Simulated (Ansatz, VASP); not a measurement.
## Two plane-wave programs on Al3GaAs4

```
Al Ga As
1.0
     4.07422    0.00000    0.00000
     0.00000    8.14766    0.00000
     0.00000    0.00000    5.67216
Al Ga As
3 1 4
Cartesian
  0.0000 6.1088 -0.0001
  0.0000 2.0388 -0.0001
  2.0371 4.0738 2.8352
  2.0371 0.0000 2.8359
  0.0000 0.0000 1.4068
  2.0371 2.0421 4.2601
  0.0000 4.0738 1.4186
  2.0371 6.1055 4.2601
```

Alike in both runs: functional PBE; k mesh 4 × 2 × 4; occupations gaussian, width 0.1 eV; no spin polarisation.

Ansatz relaxed the structure, and its values are those at the end. VASP's run is a single point on that final structure, the one shown.

|  | VASP | Ansatz |
| --- | --- | --- |
| version | VASP 6.6.1 | Ansatz 0.2.0 |
| potentials or method | VASP PAW PBE potentials, release 64 (Al, Ga_d, As), cutoff 520 eV | scalar-relativistic, plane waves, PAW |
| valence electrons in the cell | 42 | 82 |

|  | VASP | Ansatz | Ansatz less VASP |
| --- | --- | --- | --- |
| gap on the k mesh at the Fermi level (eV) | 1.27 | 1.26 | -0.002 |
| least direct gap on the mesh (eV) | 1.27 | 1.26 | -0.002 |
| pressure (GPa) | 0.3 | 0.1 | -0.16 |

The functional is the same, so the differences come from potentials, cutoffs and numerics. VASP's potentials hold 42 valence electrons a cell and Ansatz's 82, so a difference there can come from the potentials and not from the codes.
